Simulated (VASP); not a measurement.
# Al6O (P-3m1) in VASP: a series of runs, part 2 of 2

VASP 6.6.1. Earlier steps stand in the parts before.

## Step 4: Relaxation of cell and atoms, PBE

This run uses another cell than the first one, of 13.97 Å³/atom.

INCAR reads:

```
PREC = Accurate
ENCUT = 600
EDIFF = 1E-6
ISMEAR = 0
SIGMA = 0.2
LREAL = F
LASPH = T
NELM = 80
ALGO = Normal
ISIF = 3
LWAVE = F
LCHARG = F
GGA = PE
IBRION = 2
NSW = 36
EDIFFG = -0.08
```

KPOINTS reads:

```
Automatic mesh
0
Gamma
  6 6 2
```

POSCAR reads:

```
Al6O
1.0
    2.8600000000      0.0000000000      0.0000000000
   -1.4300000000      2.4768326500      0.0000000000
    0.0000000000      0.0000000000     13.8000000000
Al O
6 1
Direct
    0.6666666700      0.3333333300      0.4160000000
    0.3333333300      0.6666666700      0.5840000000
    0.6666666700      0.3333333300      0.9230000000
    0.3333333300      0.6666666700      0.0770000000
    0.0000000000      0.0000000000      0.2460000000
    0.0000000000      0.0000000000      0.7540000000
    0.0000000000      0.0000000000      0.0000000000
```

Potentials or basis: VASP PAW PBE potentials, release 64 (Al, O).

On the command line:

```bash
$ cat potpaw_PBE.64/Al/POTCAR potpaw_PBE.64/O/POTCAR > POTCAR
$ mpirun -np 1 vasp_std > vasp.out
```

OUTCAR:

```text
PREC = Accurate
   ENCUT = 600
   EDIFF = 1E-6
   ISMEAR = 0
   LREAL = F
   LASPH = T
   NELM = 80
   ISIF = 3
   GGA = PE
   IBRION = 2
   NSW = 36
   EDIFFG = -0.08

 ion  position               nearest neighbor table
   1  0.667  0.333  0.416-   2 2.85   2 2.85   2 2.85   5 2.87   5 2.87   5 2.87
   2  0.333  0.667  0.584-   1 2.85   1 2.85   1 2.85   6 2.87   6 2.87   6 2.87
   3  0.667  0.333  0.923-   7 1.96   7 1.96   7 1.96   4 2.69   4 2.69   4 2.69   6 2.86   6 2.86
                             6 2.86
   4  0.333  0.667  0.077-   7 1.96   7 1.96   7 1.96   3 2.69   3 2.69   3 2.69   5 2.86   5 2.86
                             5 2.86
   5  0.000  0.000  0.246-   4 2.86   4 2.86   4 2.86   1 2.87   1 2.87   1 2.87
   6  0.000  0.000  0.754-   3 2.86   3 2.86   3 2.86   2 2.87   2 2.87   2 2.87
   7  0.000  0.000  0.000-   3 1.96   4 1.96   4 1.96   3 1.96   3 1.96   4 1.96

  LATTYP: Found a hexagonal cell.
 ALAT       =     2.8600000000
 C/A-ratio  =     4.8251748252

[... 301 lines left out ...]

[... ionic steps 4 to 9 ...]

--------------------------------------- Ionic step       10  -------------------------------------------

 number of electron      24.0000000 magnetization

------------------------ aborting loop because EDIFF is reached ----------------------------------------
[... 77 lines left out ...]
--------------------------------------- Ionic step       12  -------------------------------------------

 number of electron      24.0000003 magnetization

 Free energy of the ion-electron system (eV)
  ---------------------------------------------------
  ext. energy  EPLUGINS =         0.00000000
  ---------------------------------------------------
  free energy    TOTEN  =       -30.53668664 eV

  energy without entropy =      -30.50570081  energy(sigma->0) =      -30.52119372

 E-fermi :   8.4998     XC(G=0): -10.4712

 val. band max:        8.4016028441   @ k =   0.3333  -0.0000   0.0000
 cond. band min:       8.5078349874   @ k =   0.5000   0.0000   0.5000
 fundamental gap:      0.1062321433
 Fermi energy:         8.4998387281

 k-point     1 :       0.0000    0.0000    0.0000
  band No.  band energies     occupation
      1     -13.0363      2.00000
      2      -2.5739      2.00000
      3      -2.5532      2.00000
      4      -1.0753      2.00000
      5      -1.0182      2.00000
      6       1.6944      2.00000
[... 289 lines left out ...]
  FREE ENERGIE OF THE ION-ELECTRON SYSTEM (eV)
  ---------------------------------------------------
  free  energy   TOTEN  =       -30.5366866351 eV

  energy  without entropy=      -30.5057008114  energy(sigma->0) =      -30.52119372

 reached required accuracy - stopping structural energy minimisation
```

CONTCAR:

```text
Al6O
   1.00000000000000
     2.8340440502522437    0.0000000000000001   -0.0000000000000000
    -1.4170220251261219    2.4543541383141800   -0.0000000000000000
     0.0000000000000000   -0.0000000000000000   14.5915183454495772
  Al              O
     6     1
Direct
     0.6666666699999979    0.3333333300000021    0.4201791962916326
     0.3333333300000021    0.6666666699999979    0.5798208037083674
     0.6666666699999979    0.3333333300000021    0.9011755163378803
     0.3333333300000021    0.6666666699999979    0.0988244836621198
     1.0000000000000000    0.0000000000000000    0.2581792784066794
     0.0000000000000000    1.0000000000000000    0.7418207215933207
     0.0000000000000000    0.0000000000000000    0.0000000000000000

  0.00000000E+00  0.00000000E+00  0.00000000E+00
  0.00000000E+00  0.00000000E+00  0.00000000E+00
  0.00000000E+00  0.00000000E+00  0.00000000E+00
  0.00000000E+00  0.00000000E+00  0.00000000E+00
  0.00000000E+00  0.00000000E+00  0.00000000E+00
  0.00000000E+00  0.00000000E+00  0.00000000E+00
  0.00000000E+00  0.00000000E+00  0.00000000E+00
```

It took 92 s on 1 thread of Intel Xeon 6975P-C (Granite Rapids), shared host; peak memory 0.24 GiB.

Results:

| Quantity | Value |
| --- | --- |
| Free energy | -30.5367 eV |
| Relaxed volume | 14.50 Å³/atom |
| Relaxed cell | a = 2.834 Å, b = 2.834 Å, c = 14.592 Å, α = 90.00°, β = 90.00°, γ = 120.00° |
| Space group after relaxing (to 0.1 Å) | P-3m1 (No. 164) |
| Energy gained by relaxing | 294.9 meV/atom |
| Ionic steps | 12 |
| Pressure after relaxing | 0.0 GPa |
| Largest force after relaxing | 0.023 eV/Å |

Forces on the atoms (eV/Å):
```
Al   0.000  0.000  0.007
Al   0.000  0.000 -0.007
Al   0.000  0.000  0.023
Al   0.000  0.000 -0.023
Al   0.000  0.000 -0.001
Al   0.000  0.000  0.001
O    0.000  0.000  0.000
```

Step by step:
```tsv
step	energy change (eV)	largest force (eV/Å)	pressure (GPa)	volume (Å³)
1	0.0000	5.3766	12.10	97.76
2	-1.6461	0.5335	-6.96	113.41
3	-1.6990	0.7708	-5.17	110.99
4	-1.6995	0.8544	-4.95	110.72
5	-1.9382	0.6210	-1.95	104.80
6	-1.9537	0.6767	-0.76	103.08
7	-2.0015	0.4405	0.60	101.47
8	-2.0102	0.2807	1.62	100.42
9	-2.0427	0.2608	0.14	101.74
10	-2.0480	0.2667	-0.69	102.55
11	-2.0619	0.1150	-0.24	101.89
12	-2.0644	0.0231	0.04	101.49
```

Final structure:
```
Al O
1.0
     2.83404    0.00000    0.00000
    -1.41702    2.45435    0.00000
     0.00000    0.00000   14.59152
Al O
6 1
Direct
  0.66667 0.33333 0.42018
  0.33333 0.66667 0.57982
  0.66667 0.33333 0.90118
  0.33333 0.66667 0.09882
  0.00000 0.00000 0.25818
  0.00000 0.00000 0.74182
  0.00000 0.00000 0.00000
```

Levels at points of the mesh, in eV from the Fermi level:
```csv
k point,band 9,band 10,band 11,band 12,band 13,band 14,band 15,band 16
"(0.00, 0.00, 0.00)",-4.27,-2.88,-2.38,1.84,1.95,5.91,6.92,10.83
"(0.50, 0.00, 0.00)",-3.65,-3.55,-2.49,-1.90,-0.63,-0.36,0.61,2.28
"(0.00, 0.00, 0.50)",-4.27,-4.27,-0.60,-0.13,3.86,4.34,8.46,9.56
"(0.50, 0.00, 0.50)",-3.85,-3.02,-2.71,-1.74,-1.27,0.01,1.31,1.67
```

Caveat: the k points lie up to 0.43 Å⁻¹ apart in the final cell; the highest band is partly filled, so the run has too few bands.

## Step 5: Summary

| task | cell | k mesh | cutoff (eV) | smearing | gap on the mesh (eV) | pressure (GPa) | largest force (eV/Å) |
| --- | --- | --- | --- | --- | --- | --- | --- |
| single point | a = 2.832, b = 2.832, c = 14.581 Å, angles 90.0, 90.0, 120.0°, 7 atoms, atomic positions A | 6 × 6 × 2 | 520 | gaussian 0.2 eV | none | 0.3 | 0.05 |
| single point | a = 2.854, b = 2.854, c = 14.415 Å, angles 90.0, 90.0, 120.0°, 7 atoms, atomic positions B | 12 × 12 × 2 | 520 | gaussian 0.1 eV | none | 0.0 | - |
| relaxation of cell and atoms | relaxed from a = 2.860, b = 2.860, c = 13.800 Å, angles 90.0, 90.0, 120.0°, 7 atoms, atomic positions C | 6 × 6 × 2 | 600 | gaussian 0.2 eV | - | 0.0 | 0.02 |

Alike in all rows: level PBE; potentials or basis VASP PAW PBE potentials, release 64 (Al, O); no spin polarisation.

Caveats: some runs use coarse meshes; the highest band is partly filled, so the run has too few bands (at least some runs).

Total energies depend on the potentials used, so only differences within one code and one set of settings carry meaning.

The gap in the log of VASP goes by the Fermi energy; the results here count the filled bands.